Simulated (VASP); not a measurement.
Write the native input for VASP 6.6.1 that does the following.

```yaml
Task: single point
Functional: r2SCAN
Dispersion: D3(BJ)
Potentials_or_basis: VASP PAW PBE potentials, release 64 (Ba_sv, Ti_sv, O)
Cutoff: 520 eV
k_mesh: 7 × 7 × 7
Occupations: fermi-dirac, width 0.05 eV
Spin: no spin polarisation
Dipole_correction: no
Further_INCAR_settings: ALGO = Normal; EDIFF = 1e-06; NBANDS = 28
```

BaTiO3:

```
Ba Ti O
1.0
     2.82827    1.63290    2.31943
    -2.82827    1.63290    2.31943
     0.00000   -3.26581    2.31943
Ba Ti O
1 1 3
Cartesian
  0.0000 0.0000 -0.0164
  0.0000 0.0000 3.3753
  1.3910 -0.8031 2.4040
  -1.3910 -0.8031 2.4040
  0.0000 1.6062 2.4040
```

One way to write it, as run:

POSCAR

```
BaTiO3
1.0
    2.8282727173      1.6329040147      2.3194250915
   -2.8282727173      1.6329040147      2.3194250915
    0.0000000000     -3.2658080294      2.3194250915
Ba Ti O
1 1 3
Direct
   -0.0023600586     -0.0023600586     -0.0023600586
    0.4850781962      0.4850781962      0.4850781962
    0.5094362571      0.0176093483      0.5094362571
    0.0176093483      0.5094362571      0.5094362571
    0.5094362571      0.5094362571      0.0176093483
```

INCAR.step1

```
SYSTEM = BaTiO3
PREC = Accurate
ENCUT = 520
ISMEAR = -1
SIGMA = 0.05
LREAL = .FALSE.
LASPH = .TRUE.
NELM = 80
NBANDS = 28
GGA = PE
ALGO = Normal
EDIFF = 1E-4
LWAVE = .TRUE.
LCHARG = .FALSE.
```

INCAR.step2

```
SYSTEM = BaTiO3
PREC = Accurate
ENCUT = 520
EDIFF = 1E-6
ISMEAR = -1
SIGMA = 0.05
LREAL = .FALSE.
LASPH = .TRUE.
NELM = 80
ALGO = Normal
ISIF = 2
LWAVE = .FALSE.
LCHARG = .FALSE.
METAGGA = R2SCAN
LMIXTAU = .TRUE.
IVDW = 12
VDW_S6 = 1.0
VDW_S8 = 0.78981345
VDW_A1 = 0.49484001
VDW_A2 = 5.73083694
NBANDS = 28
ISTART = 1
```

KPOINTS

```
Automatic mesh
0
G
  7 7 7
  0 0 0
```

Potentials or basis: VASP PAW PBE potentials, release 64 (Ba_sv, Ti_sv, O).

Command:

```bash
$ cat potpaw_PBE.64/Ba_sv/POTCAR potpaw_PBE.64/Ti_sv/POTCAR potpaw_PBE.64/O/POTCAR > POTCAR
$ cp INCAR.step1 INCAR
$ mpirun -np 1 vasp_std > vasp.out
$ cp INCAR.step2 INCAR
$ mpirun -np 1 vasp_std > vasp.out
```

It gave:

```json
{"Pressure": "2.0 GPa", "Largest force": "0.170 eV/Å", "Band gap on the k mesh": "2.83 eV, indirect (least direct gap 3.17 eV)", "Dispersion energy per atom": "-0.127 eV"}
```

Caveat: the PAW data sets were made with another functional, which shifts forces and pressure a little; spin-orbit coupling is left out, which moves the levels of the heavy elements.

Wall time 5.2 min on 1 thread of Intel(R) Xeon(R) Platinum 8259CL CPU @ 2.50GHz (Skylake/Cascade Lake), with other jobs on the host, peak memory 0.23 GiB.
